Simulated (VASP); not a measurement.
# Sc (P6_3/mmc) in VASP: further runs

The runs below take Sc through single point, with r2SCAN.

Everything below comes from runs of VASP 6.6.1. Logs are shortened: lines on timing, memory, paths and dates and some standing lists are left out, and cuts for length are marked.

## Step 1: The cell of the first run

Symmetry: P6_3/mmc, No. 194, hexagonal system. Conventional cell: a = 2.960 Å, b = 2.960 Å, c = 4.405 Å, α = 90.00°, β = 90.00°, γ = 120.00°. Within 3.7 Å of Sc (site symmetry -6m2) lie 12 Sc at 2.79 to 2.96 Å.

## Step 2: Single point, r2SCAN

POSCAR reads:

```
Sc
1.0
    2.9603187294      0.0000000000      0.0000000000
   -1.4801593647      2.5637112229      0.0000000000
    0.0000000000      0.0000000000      4.4047201105
Sc
2
Direct
    0.3333333333      0.6666666667      0.2500000000
    0.6666666667      0.3333333333      0.7500000000
```

INCAR.step1 reads:

```
PREC     = Accurate       # precision mode
ENCUT    = 520            # plane-wave cutoff, eV
ISMEAR   = 1              # smearing method
SIGMA    = 0.15           # smearing width, eV
LREAL    = False          # projectors in reciprocal space
LASPH    = True           # aspherical terms in the spheres
NELM     = 60             # most SCF steps
NBANDS   = 18             # bands
GGA      = PE             # functional
ALGO     = Normal         # electronic algorithm
EDIFF    = 1E-4           # SCF threshold, eV
LWAVE    = True           # write WAVECAR
LCHARG   = False          # write CHGCAR
```

INCAR.step2 reads:

```
PREC     = Accurate       # precision mode
ENCUT    = 520            # plane-wave cutoff, eV
EDIFF    = 1E-6           # SCF threshold, eV
ISMEAR   = 1              # smearing method
SIGMA    = 0.15           # smearing width, eV
LREAL    = False          # projectors in reciprocal space
LASPH    = True           # aspherical terms in the spheres
NELM     = 60             # most SCF steps
ALGO     = Normal         # electronic algorithm
ISIF     = 2              # what is computed and relaxed
LWAVE    = False          # write WAVECAR
LCHARG   = False          # write CHGCAR
METAGGA  = R2SCAN         # meta-GGA
LMIXTAU  = True         
NBANDS   = 18             # bands
ISTART   = 1
```

KPOINTS reads:

```
regular mesh
0
Gamma
  10 10 6
```

Potentials or basis: VASP PAW PBE potentials, release 64 (Sc_sv).

On the command line:

```sh
$ cat potpaw_PBE.64/Sc_sv/POTCAR > POTCAR
$ cp INCAR.step1 INCAR
$ mpirun -np 1 vasp_std > vasp.out
$ cp INCAR.step2 INCAR
$ mpirun -np 1 vasp_std > vasp.out
```

OUTCAR:

```text
PREC = Accurate
   ENCUT = 520
   EDIFF = 1E-6
   ISMEAR = 1
   LREAL = False
   LASPH = True
   NELM = 60
   ISIF = 2
   METAGGA = R2SCAN
   ISTART = 1

 ion  position               nearest neighbor table
   1  0.333  0.667  0.250-   2 2.79   2 2.79   2 2.79   2 2.79   2 2.79   2 2.79
   2  0.667  0.333  0.750-   1 2.79   1 2.79   1 2.79   1 2.79   1 2.79   1 2.79

  LATTYP: Found a hexagonal cell.
 ALAT       =     2.9603187294
 C/A-ratio  =     1.4879209008

  Lattice vectors:

 A1 = (   2.9603187294,   0.0000000000,   0.0000000000)
 A2 = (  -1.4801593647,   2.5637112229,   0.0000000000)
 A3 = (   0.0000000000,   0.0000000000,   4.4047201105)

Analysis of symmetry for initial positions (statically):
=====================================================================
 Subroutine PRICEL returns:
 Original cell was already a primitive cell.

 Routine SETGRP: Setting up the symmetry group for a
 hexagonal supercell.

 Subroutine GETGRP returns: Found 24 space group operations
 (whereof 12 operations were pure point group operations)
 out of a pool of 24 trial point group operations.

The static configuration has the point symmetry D_3d.
 The point group associated with its full space group is D_6h.

Analysis of symmetry for dynamics (positions and initial velocities):
=====================================================================
 Subroutine PRICEL returns:
 Original cell was already a primitive cell.

 Routine SETGRP: Setting up the symmetry group for a
 hexagonal supercell.

 Subroutine GETGRP returns: Found 24 space group operations
 (whereof 12 operations were pure point group operations)
 out of a pool of 24 trial point group operations.

The dynamic configuration has the point symmetry D_3d.
 The point group associated with its full space group is D_6h.

 Subroutine INISYM returns: Found 24 space group operations
 (whereof 12 operations are pure point group operations),
 and found     1 'primitive' translations

----------------------------------------------------------------------------------------

                                     Primitive cell

  volume of cell :      33.4292

  direct lattice vectors                    reciprocal lattice vectors
     2.960318729  0.000000000  0.000000000     0.337801464  0.195029766  0.000000000
    -1.480159365  2.563711223  0.000000000     0.000000000  0.390059532  0.000000000
     0.000000000  0.000000000  4.404720110     0.000000000  0.000000000  0.227029181

  length of vectors
     2.960318729  2.960318729  4.404720110     0.390059532  0.390059532  0.227029181

  position of ions in fractional coordinates (direct lattice)
     0.333333333  0.666666667  0.250000000
     0.666666667  0.333333333  0.750000000

  ion indices of the primitive-cell ions
   primitive index   ion index
                 1           1
                 2           2

----------------------------------------------------------------------------------------

 KPOINTS: regular mesh

Automatic generation of k-mesh.
 Grid dimensions read from file:
 generate k-points for:   10   10    6

 Generating k-lattice:

  Cartesian coordinates                     Fractional coordinates (reciprocal lattice)
     0.033780146  0.019502977  0.000000000     0.100000000  0.000000000  0.000000000
     0.000000000  0.039005953  0.000000000     0.000000000  0.100000000  0.000000000
     0.000000000  0.000000000  0.037838197     0.000000000  0.000000000  0.166666667

  Length of vectors
     0.039005953  0.039005953  0.037838197

  Shift w.r.t. Gamma in fractional coordinates (k-lattice)
     0.000000000  0.000000000  0.000000000

 Subroutine IBZKPT returns following result:
 ===========================================

 Found     56 irreducible k-points:

 Following reciprocal coordinates:
            Coordinates               Weight
  0.000000  0.000000  0.000000      1.000000
  0.100000  0.000000  0.000000      6.000000
  0.200000  0.000000  0.000000      6.000000
  0.300000  0.000000  0.000000      6.000000
  0.400000 -0.000000  0.000000      6.000000
  0.500000  0.000000  0.000000      3.000000
[... 16 lines left out ...]
  0.300000  0.100000  0.166667     24.000000
  0.400000  0.100000  0.166667     24.000000
 [... further k-points ...]
   k-points           NKPTS =     56   k-points in BZ     NKDIM =     56   number of bands    NBANDS=     18
   number of dos      NEDOS =    301   number of ions     NIONS =      2
   total plane-waves  NPLWV =  20736
   dimension x,y,z NGX =    24 NGY =   24 NGZ =   36
   dimension x,y,z NGXF=    48 NGYF=   48 NGZF=   72
   ions per type =               2
   NGX,Y,Z   is equivalent  to a cutoff of  13.48, 13.48, 13.59 a.u.
   NGXF,Y,Z  is equivalent  to a cutoff of  26.96, 26.96, 27.17 a.u.
 SYSTEM =  unknown system
   PREC   = accura    normal or accurate (medium, high low for compatibility)
   ISTART =      1    job   : 0-new  1-cont  2-samecut
   ICHARG =      0    charge: 1-file 2-atom 10-const
   ISPIN  =      1    spin polarized calculation?
   LNONCOLLINEAR =      F non collinear calculations
   LSORBIT =      F    spin-orbit coupling
   LASPH  =      T    aspherical Exc in radial PAW
   ENCUT  =  520.0 eV  38.22 Ry    6.18 a.u.   5.50  5.50  8.19*2*pi/ulx,y,z
   NELM   =     60;   NELMIN=  2; NELMDL=  0     # of ELM steps
   EDIFF  = 0.1E-05   stopping-criterion for ELM
   LREAL  =      F    real-space projection
   EDIFFG = 0.1E-04   stopping-criterion for IOM
   NSW    =      0    number of steps for IOM
   IBRION =     -1    ionic relax: 0-MD 1-quasi-New 2-CG
   NFREE  =      0    steps in history (QN), initial steepest desc. (CG)
   ISIF   =      2    stress and relaxation
   ISYM   =      2    0-nonsym 1-usesym 2-fastsym
   POTIM  = 0.5000    time-step for ionic-motion
   TEBEG  =    0.0;   TEEND  =   0.0 temperature during run
   PSTRESS=    0.0 pullay stress
   NELECT =      22.0000    total number of electrons
   NUPDOWN=      -1.0000    fix difference up-down
   EMIN   =  10.00;   EMAX   =-10.00  energy-range for DOS
   EFERMI =   0.00;   METHOD = LEGACY
   ISMEAR =     1;   SIGMA  =   0.15  broadening in eV -4-tet -1-fermi 0-gaus
   EFERMI_NEDOS =   21; number of points for ismear=-14 and -15
   IALGO  =     38    algorithm
   IMIX   =      4    mixing-type and parameters
     AMIX     =   0.40;   BMIX     =  1.00
     AMIX_MAG =   1.60;   BMIX_MAG =  1.00
  volume/ion in A,a.u.               =      16.71       112.80
  Fermi-wavevector in a.u.,A,eV,Ry     =   1.423991  2.690952 27.589199  2.027749
  Thomas-Fermi vector in A             =   2.544529
   LORBIT       =      0    0 simple, 1 ext, 2 COOP (PROOUT), +10 PAW based schemes
   METAGGA = R2SCAN    functional components
   LHFCALC =     F    Hartree Fock is set to
   AEXX    =    0.0000 exact exchange contribution
   IVDW    =     0    specifies the selected vdW correction
   LEPSILON=     F    determine dielectric tensor
   LRPA    =     F    only Hartree local field effects (RPA)
 non-spin polarized calculation
 Methfessel and Paxton  Order N= 1 SIGMA  =   0.15
  energy-cutoff  :      520.00
  volume of cell :       33.43
 maximum number of plane-waves:       929
 NGX is ok and might be reduce to    24
   NGX = 11   NGY = 11   NGZ = 17

 number of electron      22.0000001 magnetization

 Free energy of the ion-electron system (eV)
  ---------------------------------------------------
  ext. energy  EPLUGINS =         0.00000000
  ---------------------------------------------------
  free energy    TOTEN  =       -21.11185842 eV

  energy without entropy =      -21.11293139  energy(sigma->0) =      -21.11221608

 E-fermi :   6.3865     XC(G=0): -12.4320

 val. band max:        6.3852085888   @ k =   0.4000  -0.0000   0.1667
 cond. band min:       6.4345576203   @ k =   0.2000   0.1000   0.0000
 fundamental gap:      0.0493490316
 Fermi energy:         6.3865214905

 k-point     1 :       0.0000    0.0000    0.0000
  band No.  band energies     occupation
      1     -44.3028      2.00000
      2     -43.9032      2.00000
      3     -22.7704      2.00000
      4     -21.5297      2.00000
      5     -21.5296      2.00000
      6     -21.2743      2.00000
[... 10 lines left out ...]
     17       9.5805      0.00000
     18       9.5805      0.00000

 k-point     2 :       0.1000    0.0000    0.0000
  band No.  band energies     occupation
      1     -44.2810      2.00000
      2     -43.8984      2.00000
      3     -22.7251      2.00000
      4     -21.6121      2.00000
      5     -21.5603      2.00000
      6     -21.3607      2.00000
[... 10 lines left out ...]
     17       9.6277      0.00000
     18       9.7619      0.00000

 k-point     3 :       0.2000    0.0000    0.0000
  band No.  band energies     occupation
      1     -44.2213      2.00000
      2     -43.8881      2.00000
      3     -22.5974      2.00000
      4     -21.8309      2.00000
      5     -21.6353      2.00000
      6     -21.5753      2.00000
[... 10 lines left out ...]
     17      10.2541      0.00000
     18      10.3720      0.00000

 k-point     4 :       0.3000    0.0000    0.0000
  band No.  band energies     occupation
      1     -44.1404      2.00000
      2     -43.8819      2.00000
      3     -22.4120      2.00000
      4     -22.1048      2.00000
      5     -21.8205      2.00000
      6     -21.7213      2.00000
[... 10 lines left out ...]
     17      11.1391      0.00000
     18      11.1686      0.00000

 k-point     5 :       0.4000   -0.0000    0.0000
  band No.  band energies     occupation
      1     -44.0632      2.00000
      2     -43.8881      2.00000
      3     -22.3262      2.00000
      4     -22.2156      2.00000
      5     -22.0067      2.00000
      6     -21.7872      2.00000
[... 10 lines left out ...]
     17      12.0382      0.00000
     18      12.2831      0.00000

 k-point     6 :       0.5000    0.0000    0.0000
  band No.  band energies     occupation
      1     -44.0266      2.00000
      2     -43.8973      2.00000
      3     -22.4102      2.00000
      4     -22.1124      2.00000
      5     -22.0756      2.00000
      6     -21.8116      2.00000
[... 307 lines left out ...]
 k-point    21 :       0.1000    0.1000    0.1667
  band No.  band energies     occupation
      1     -44.2173      2.00000
      2     -43.9149      2.00000
      3     -22.5709      2.00000
      4     -21.6994      2.00000
      5     -21.6700      2.00000
      6     -21.5385      2.00000
[... 10 lines left out ...]
     17       9.9736      0.00000
     18      10.4709      0.00000

 k-point    22 :       0.2000    0.1000    0.1667
  band No.  band energies     occupation
      1     -44.1507      2.00000
      2     -43.9024      2.00000
      3     -22.4708      2.00000
      4     -21.9301      2.00000
      5     -21.8282      2.00000
      6     -21.6551      2.00000
[... 10 lines left out ...]
     17      10.5591      0.00000
     18      11.1075      0.00000

 k-point    23 :       0.3000    0.1000    0.1667
  band No.  band energies     occupation
      1     -44.0755      2.00000
      2     -43.8979      2.00000
      3     -22.4219      2.00000
      4     -22.1254      2.00000
      5     -21.9347      2.00000
      6     -21.7597      2.00000
[... 10 lines left out ...]
     17      11.5184      0.00000
     18      11.8899      0.00000

 k-point    24 :       0.4000    0.1000    0.1667
  band No.  band energies     occupation
      1     -44.0184      2.00000
      2     -43.9054      2.00000
      3     -22.4772      2.00000
      4     -22.1883      2.00000
      5     -21.9649      2.00000
      6     -21.7874      2.00000
[... 10 lines left out ...]
     17      12.1715      0.00000
     18      12.4427      0.00000

 [... further k-points ...]

------------------------ aborting loop because EDIFF is reached ----------------------------------------

  FORCE on cell =-STRESS in cart. coord.  units (eV):
  Direction    XX          YY          ZZ          XY          YZ          ZX
  --------------------------------------------------------------------------------------
  -------------------------------------------------------------------------------------
  Total        8.4905171      8.4905171      8.4825101      0.0000000      0.0000000     -0.0000000
  in kB      406.9291744    406.9291744    406.5454203      0.0000000      0.0000000     -0.0000000
  external PRESSURE =     406.8012564 kB  Pullay stress =       0.0000000 kB

 VOLUME and BASIS-vectors are now :
 -----------------------------------------------------------------------------
  energy-cutoff  :      520.00
  volume of cell :       33.43
      direct lattice vectors                 reciprocal lattice vectors
     2.960318729  0.000000000  0.000000000     0.337801464  0.195029766  0.000000000
    -1.480159365  2.563711223  0.000000000     0.000000000  0.390059532  0.000000000
     0.000000000  0.000000000  4.404720110     0.000000000  0.000000000  0.227029181

 POSITION                                       TOTAL-FORCE (eV/Angst)
 -----------------------------------------------------------------------------------
     -0.00000      1.70914      1.10118         0.000000     -0.000000      0.000000
      1.48016      0.85457      3.30354        -0.000000      0.000000     -0.000000
 -----------------------------------------------------------------------------------
    total drift:                               -0.000000      0.000000     -0.000000

  FREE ENERGIE OF THE ION-ELECTRON SYSTEM (eV)
  ---------------------------------------------------
  free  energy   TOTEN  =       -21.1118584177 eV

  energy  without entropy=      -21.1129313902  energy(sigma->0) =      -21.11221608
```

It took 82 s on 1 thread of Intel Xeon Platinum 8259CL at 2.50GHz (Skylake/Cascade Lake), shared host; peak memory 0.17 GiB.

Results:

| Item | Value |
| --- | --- |
| Free energy | -21.1119 eV |
| Pressure | 40.7 GPa |
| Band gap on the k mesh | zero (band 11 reaches 8.45 eV, above the bottom of band 12 at 5.62 eV) |

Caveat: the PAW data sets were made with another functional, which shifts forces and pressure a little.

## Step 3: Single point, r2SCAN

This run uses another cell than the first one, of 17.89 Å³/atom, 1.070 times its volume.

POSCAR reads:

```
Sc
1.0
    3.0213358902      0.0000000000      0.0000000000
   -1.5106679451      2.6165536343      0.0000000000
    0.0000000000      0.0000000000      4.5254360374
Sc
2
Direct
    0.3333333333      0.6666666667      0.2500000000
    0.6666666667      0.3333333333      0.7500000000
```

INCAR.step1 reads:

```
PREC = Accurate
ENCUT = 520
ISMEAR = 1
SIGMA = 0.15
LREAL = F
LASPH = T
NELM = 100
NBANDS = 18
GGA = PE
ALGO = Normal
EDIFF = 1E-4
LWAVE = T
LCHARG = F
```

INCAR.step2 reads:

```
PREC = Accurate
ENCUT = 520
EDIFF = 1E-7
ISMEAR = 1
SIGMA = 0.15
LREAL = F
LASPH = T
NELM = 100
ALGO = Normal
ISIF = 2
LWAVE = F
LCHARG = F
METAGGA = R2SCAN
LMIXTAU = T
NBANDS = 18
ISTART = 1
```

KPOINTS is that of step 2.

Potentials or basis: VASP PAW PBE potentials, release 64 (Sc_sv).

On the command line:

```sh
$ cat potpaw_PBE.64/Sc_sv/POTCAR > POTCAR
$ cp INCAR.step1 INCAR
$ mpirun -np 1 vasp_std > vasp.out
$ cp INCAR.step2 INCAR
$ mpirun -np 1 vasp_std > vasp.out
```

Wall time 1.7 min (1 thread of Intel Xeon Platinum 8259CL at 2.50GHz (Skylake/Cascade Lake), shared host); peak memory 0.17 GiB.

It converged, with:

- Free energy: -21.6333 eV
- Pressure: 30.6 GPa
- Band gap on the k mesh: zero (band 11 reaches 7.91 eV, above the bottom of band 12 at 5.13 eV)

Stress tensor (GPa, compression positive):
```
30.67  0.00  0.00
 0.00 30.67  0.00
 0.00  0.00 30.58
```

Levels at points of the mesh, in eV from the Fermi level:
| k point | band 8 | band 9 | band 10 | band 11 | band 12 | band 13 | band 14 | band 15 |
| --- | --- | --- | --- | --- | --- | --- | --- | --- |
| (0.00, 0.00, 0.00) | -27.79 | -5.87 | -2.29 | 2.05 | 2.05 | 2.11 | 2.86 | 2.91 |
| (0.50, 0.00, 0.00) | -27.96 | -1.80 | -1.80 | -1.16 | -0.12 | 1.58 | 2.23 | 2.93 |
| (0.00, 0.00, 0.50) | -27.98 | -3.74 | -3.74 | 1.47 | 1.47 | 1.87 | 1.87 | 1.87 |
| (0.50, 0.00, 0.50) | -28.07 | -2.07 | -2.07 | 0.17 | 0.17 | 2.26 | 2.26 | 3.28 |

Caveat: the PAW data sets were made with another functional, which shifts forces and pressure a little.

## Step 4: Single point, r2SCAN

This run uses another cell than the first one, of 19.38 Å³/atom, 1.160 times its volume.

POSCAR reads:

```
Sc
1.0
    3.0919459774      0.0000000000      0.0000000000
   -1.5459729887      2.6777037635      0.0000000000
    0.0000000000      0.0000000000      4.6823102479
Sc
2
Direct
    0.3333333333      0.6666666667      0.2500000000
    0.6666666667      0.3333333333      0.7500000000
```

INCAR.step1 reads:

```
  PREC = Accurate
  ENCUT = 520
  ISMEAR = 1
  SIGMA = 0.15
  LREAL = False
  LASPH = True
  NELM = 60
  NBANDS = 18
  GGA = PE
  ALGO = Normal
  EDIFF = 1E-4
  LWAVE = True
  LCHARG = False
```

INCAR.step2 reads:

```
  PREC = Accurate
  ENCUT = 520
  EDIFF = 1E-6
  ISMEAR = 1
  SIGMA = 0.15
  LREAL = False
  LASPH = True
  NELM = 60
  ALGO = Normal
  ISIF = 2
  LWAVE = False
  LCHARG = False
  METAGGA = R2SCAN
  LMIXTAU = True
  NBANDS = 18
  ISTART = 1
```

KPOINTS is that of step 3.

On the command line:

```sh
$ cat potpaw_PBE.64/Sc_sv/POTCAR > POTCAR
$ cp INCAR.step1 INCAR
$ mpirun -np 1 vasp_std > vasp.out
$ cp INCAR.step2 INCAR
$ mpirun -np 1 vasp_std > vasp.out
```

Run time: 88 s. Hardware: 1 thread of Intel Xeon Platinum 8259CL at 2.50GHz (Skylake/Cascade Lake), shared host; peak memory 0.17 GiB.

The run converged. Its results:

| Property | Result |
| --- | --- |
| Free energy | -22.1070 eV |
| Pressure | 20.5 GPa |
| Band gap on the k mesh | zero (band 11 reaches 6.84 eV, above the bottom of band 12 at 4.59 eV) |

Stress tensor (GPa, compression positive):
```
20.51  0.00  0.00
 0.00 20.51  0.00
 0.00  0.00 20.39
```

Levels at points of the mesh, in eV from the Fermi level:
| k point | band 8 | band 9 | band 10 | band 11 | band 12 | band 13 | band 14 | band 15 |
| --- | --- | --- | --- | --- | --- | --- | --- | --- |
| (0.00, 0.00, 0.00) | -28.07 | -5.82 | -2.09 | 1.58 | 2.03 | 2.03 | 2.67 | 2.78 |
| (0.50, 0.00, 0.00) | -28.19 | -1.78 | -1.55 | -1.01 | -0.26 | 1.63 | 2.00 | 2.71 |
| (0.00, 0.00, 0.50) | -28.21 | -3.82 | -3.82 | 1.38 | 1.38 | 1.89 | 1.89 | 1.89 |
| (0.50, 0.00, 0.50) | -28.29 | -1.90 | -1.90 | 0.18 | 0.18 | 1.95 | 1.95 | 3.14 |

Caveat: the PAW data sets were made with another functional, which shifts forces and pressure a little.

(Part 1 of 2 ends here.)
